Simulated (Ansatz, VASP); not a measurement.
MoRu3W: VASP beside Ansatz

File INCAR:

```
ALGO = Normal
EDIFF = 1E-7
EDIFFG = -0.04
ENCUT = 560
GGA = PE
GGA_COMPAT = False
IBRION = 2
ISIF = 3
ISMEAR = 0
LASPH = True
LCHARG = False
LREAL = False
LWAVE = False
NELM = 120
NELMIN = 4
NSW = 90
PREC = Accurate
SIGMA = 0.1
```

The input KPOINTS:

```
k-points
0
Gamma
  4 4 4
```

File POSCAR:

```
MoRu3W
1.0
    4.3045773700      0.0000000000      0.0000000000
    0.0000000000      4.3045773700      0.0000000000
    0.0000000000      0.0000000000      4.3045773700
Mo Ru W
1 3 1
Direct
    0.0000000000      0.0000000000      0.0000000000
    0.0000000000      0.5000000000      0.5000000000
    0.5000000000      0.0000000000      0.5000000000
    0.5000000000      0.5000000000      0.0000000000
    0.5000000000      0.5000000000      0.5000000000
```

Input for Ansatz:

```yaml
crystal:
  lattice:
    - [4.30457737, 0.0, 0.0]
    - [0.0, 4.30457737, 0.0]
    - [0.0, 0.0, 4.30457737]
  atoms:
    - { symbol: Mo, position: [0.0, 0.0, 0.0] }
    - { symbol: Ru, position: [0.0, 0.5, 0.5] }
    - { symbol: Ru, position: [0.5, 0.0, 0.5] }
    - { symbol: Ru, position: [0.5, 0.5, 0.0] }
    - { symbol: W, position: [0.5, 0.5, 0.5] }
basis:
  ecutwfc: 420
kpoints:
  mp_grid: { grid: [4, 4, 4] }
hamiltonian:
  xc: pbe
scf:
  occupations: { method: gaussian, width: 0.1 }
  lower_state_search: "off"
output:
  forces: true
  stress: true
  eigenvalues: true
relax:
  adjacent_minimum: "off"
  f_tol: 0.04
  max_steps: 70
  cell: { stress_tol: 0.4 }
```

Change from the starting cell: species swapped into the Ca3GeN type (Pm-3m, No. 221).

Alike in both runs: task relaxation of cell and atoms; functional PBE; k mesh 4 × 4 × 4; occupations gaussian, width 0.1 eV; no spin polarisation.

```csv
,VASP,Ansatz
version,VASP 6.6.1,Ansatz 0.2.0
potentials or method,"VASP PAW PBE potentials, release 64 (Mo_sv, Ru_sv, W_sv), cutoff 560 eV","scalar-relativistic, plane waves, PAW"
valence electrons in the cell,76,76
```

Ansatz gave:

```
gap on the k mesh at the Fermi level, each at its own relaxed structure (eV)  : none
relaxed volume (Å³/atom)                                                      : 19.34
relaxed length of the cell vector where the two differ most in proportion (Å) : 4.590
```

Q: What did VASP give for the same quantities?

A: gap on the k mesh at the Fermi level, each at its own relaxed structure (eV): none; relaxed volume (Å³/atom): 19.44; relaxed length of the cell vector where the two differ most in proportion (Å): 4.598.

A gap of «none» marks a metal or a gap that the smearing closes.

The k mesh is coarse, so the values compare programs but aren't converged. Spin-orbit coupling is off throughout. Noted on VASP's run: the volume moved by over 15 % at a fixed basis, so the end points are rough.
